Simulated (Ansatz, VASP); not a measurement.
# SiNi3: VASP beside Ansatz

```
CELL_PARAMETERS angstrom
3.33095 0.00000 0.00000
0.00000 3.33095 0.00000
0.00000 0.00000 3.50626
ATOMIC_POSITIONS crystal
Si 0.00000 0.00000 0.00000
Ni 0.00000 0.50000 0.50000
Ni 0.50000 0.00000 0.50000
Ni 0.50000 0.50000 0.00000
```

Change from the starting cell: strain -0.050 along x and y, +0.000 along z, atoms carried along.

Alike in both runs: task single point; functional PBE; k mesh 14 × 14 × 14; occupations gaussian, width 0.15 eV; no spin polarisation.

|  | VASP | Ansatz |
| --- | --- | --- |
| version | VASP 6.6.1 | Ansatz 0.2.0 |
| potentials or method | VASP PAW PBE potentials, release 64 (Si, Ni), cutoff 520 eV | scalar-relativistic, plane waves, PAW |
| valence electrons in the cell | 34 | 58 |

Ansatz gave:

| Property | Result |
| --- | --- |
| gap on the k mesh at the Fermi level (eV) | none |
| pressure (GPa) | 28.3 |
| traceless stress, the component that is largest in VASP (GPa) | -7.95 |

Problem. Estimate VASP's values.

Solution. gap on the k mesh at the Fermi level (eV): none; pressure (GPa): 28.2; traceless stress, the component that is largest in VASP (GPa): -7.80.

A gap of «none» marks a metal or a gap that the smearing closes. Both programs put the cell under a high pressure, so it lies far from rest at this level. VASP's potentials hold 34 valence electrons a cell and Ansatz's 58, so a difference there can come from the potentials and not from the codes.
